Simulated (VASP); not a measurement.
MgS, 4 atoms in the cell. Symmetry: P6_3/mmc, No. 194, hexagonal system. Conventional cell: a = 3.629 Å, b = 3.629 Å, c = 6.131 Å, α = 90.00°, β = 90.00°, γ = 120.00°. Mg (site symmetry -3m) has 6 S at 2.60 Å and 2 Mg at 3.07 Å within 3.4 Å. S (site symmetry -6m2) has 6 Mg at 2.60 Å within 3.4 Å. 

* Program: VASP 6.6.1
* Task: single point
* Functional: PBEsol
* Potentials or basis: VASP PAW PBE potentials, release 64 (Mg, S)
* Cutoff: 520 eV
* k mesh: 12 × 12 × 4
* Occupations: fermi-dirac, width 0.02 eV
* Spin: no spin polarisation
* Dipole correction: no
* Further INCAR settings: ALGO = Normal; EDIFF = 1e-07; NBANDS = 16

Potentials or basis: VASP PAW PBE potentials, release 64 (Mg, S).

Run with:

```sh
$ cat potpaw_PBE.64/Mg/POTCAR potpaw_PBE.64/S/POTCAR > POTCAR
$ mpirun -np 1 vasp_std > vasp.out
```

Hardware: 1 thread of Intel(R) Xeon(R) 6975P-C (Granite Rapids), on a shared host.

**Question.** Estimate the wall time of this run.

**Answer.** Wall time 24 s on 1 thread of Intel(R) Xeon(R) 6975P-C (Granite Rapids), on a shared host, peak memory 0.21 GiB. Counts: scf iterations 13, k points 57.
